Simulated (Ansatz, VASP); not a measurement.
# One calculation of NaFe, two programs

```xyz
2
Lattice="3.4017 0.0000 0.0000 0.0000 3.4017 0.0000 0.0000 0.0000 3.4017" Properties=species:S:1:pos:R:3 pbc="T T T"
Na    0.0000    0.0000    0.0000
Fe    1.7009    1.7009    1.7009
```

Alike in both runs: functional PBE; k mesh 6 × 6 × 6; occupations gaussian, width 0.1 eV; collinear spin.

Ansatz relaxed the structure, and its values are those at the end. VASP's run is a single point on that final structure, the one shown.

|  | VASP | Ansatz |
| --- | --- | --- |
| version | VASP 6.6.1 | Ansatz 0.2.0 |
| potentials or method | VASP PAW PBE potentials, release 64 (Na_pv, Fe), cutoff 520 eV | scalar-relativistic, plane waves, PAW |
| valence electrons in the cell | 15 | 25 |

|  | VASP | Ansatz | Ansatz less VASP |
| --- | --- | --- | --- |
| gap on the k mesh at the Fermi level (eV) | none | none | - |
| pressure (GPa) | 0.2 | 0.1 | -0.08 |
| net moment per atom (μB) | 1.50 | 1.50 | +0.002 |
| size of the moment on the site where the two differ most (μB) | 3.06 | 3.12 | +0.059 |

Site moments also hang on the region over which each program counts them. A gap of «none» marks a metal or a gap that the smearing closes. With one functional, cell and mesh, what is left measures potentials, basis and numerics. VASP's potentials hold 15 valence electrons a cell and Ansatz's 25, so a difference there can come from the potentials and not from the codes.
